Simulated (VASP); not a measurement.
A run of VASP 6.6.1 is set up as follows.

Contents of INCAR:

```
ALGO = Normal
EDIFF = 1E-7
EDIFFG = -0.02
ENCUT = 600
GGA = PS
IBRION = 2
ISIF = 3
ISMEAR = -1
LASPH = T
LCHARG = F
LREAL = F
LWAVE = F
NELM = 100
NSW = 80
PREC = Accurate
PSTRESS = 300.0
SIGMA = 0.05
```

File KPOINTS:

```
k-points
0
Gamma
  10 10 10
```

POSCAR

```
WS2
1.0
    1.5790000000      0.9116360751      6.1633333333
   -1.5790000000      0.9116360751      6.1633333333
    0.0000000000     -1.8232721501      6.1633333333
W S
1 2
Direct
    0.0000000000      0.0000000000      0.0000000000
    0.5810000000      0.5810000000      0.5810000000
    0.7503000000      0.7503000000      0.7503000000
```

Potentials or basis: VASP PAW PBE potentials, release 64 (W_sv, S).

The run is started by

```bash
$ cat potpaw_PBE.64/W_sv/POTCAR potpaw_PBE.64/S/POTCAR > POTCAR
$ mpirun -np 1 vasp_std > vasp.out
```

Question: Predict the band gap on the k mesh.

Answer: Zero (band 13 reaches 11.83 eV, above the bottom of band 14 at 11.70 eV).

Question: What does it give for the relaxed cell?

Answer: a = 5.589 Å, b = 5.589 Å, c = 5.589 Å, α = 31.08°, β = 31.08°, γ = 31.08°.

Question: What does it give for the space group after relaxing (to 0.05 Å)?

Answer: R3m (No. 160).

Final structure:
```yaml
crystal:
  lattice:
    - [1.49741, 0.86453, 5.31473]
    - [-1.49741, 0.86453, 5.31473]
    - [0.00000, -1.72906, 5.31473]
  atoms:
    - { symbol: W, position: [0.99957, 0.99957, 0.99957] }
    - { symbol: S, position: [0.56704, 0.56704, 0.56704] }
    - { symbol: S, position: [0.76470, 0.76470, 0.76470] }
```

Caveat: the cell is relaxed towards a set pressure, so the enthalpy falls and the energy may rise; spin-orbit coupling is left out, which moves the levels of the heavy elements.
